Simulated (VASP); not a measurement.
Wanted: the native input for a VASP 6.6.1 run.

- Task: single point
- Functional: LDA
- Potentials or basis: VASP PAW LDA potentials, release 64 (Nb_sv)
- Cutoff: 520 eV
- k mesh: 9 × 9 × 13
- Occupations: fermi-dirac, width 0.1 eV
- Spin: no spin polarisation
- Dipole correction: no
- Further INCAR settings: ALGO = Normal; EDIFF = 1e-07; NBANDS = 26

The structure of Nb lies in POSCAR:

```
Nb
1.0
    4.6609501270      0.0000000000      0.0000000000
   -2.3304750635      4.0365012158      0.0000000000
    0.0000000000      0.0000000000      2.5619985070
Nb
3
Direct
    0.0000000000      0.0000000000      0.0000000000
    0.3333333333      0.6666666667      0.5000000000
    0.6666666667      0.3333333333      0.5000000000
```

This cell differs from its parent crystal: volume scaled by 0.92.

The input as run:

INCAR

```
ALGO = Normal
EDIFF = 1E-7
ENCUT = 520
ISIF = 2
ISMEAR = -1
LASPH = True
LCHARG = False
LREAL = False
LWAVE = False
NBANDS = 26
NELM = 80
PREC = Accurate
SIGMA = 0.1
```

KPOINTS

```
k-points
0
Gamma
  9 9 13
```

Potentials or basis: VASP PAW LDA potentials, release 64 (Nb_sv).

Launch:

```bash
$ cat potpaw_LDA.64/Nb_sv/POTCAR > POTCAR
$ mpirun -np 1 vasp_std > vasp.out
```

It gave:

The pressure is 18.2 GPa.

Run time: 86 s on 1 thread of Intel(R) Xeon(R) Platinum 8259CL CPU @ 2.50GHz (Skylake/Cascade Lake), with other jobs on the host, peak memory 0.2 GiB.
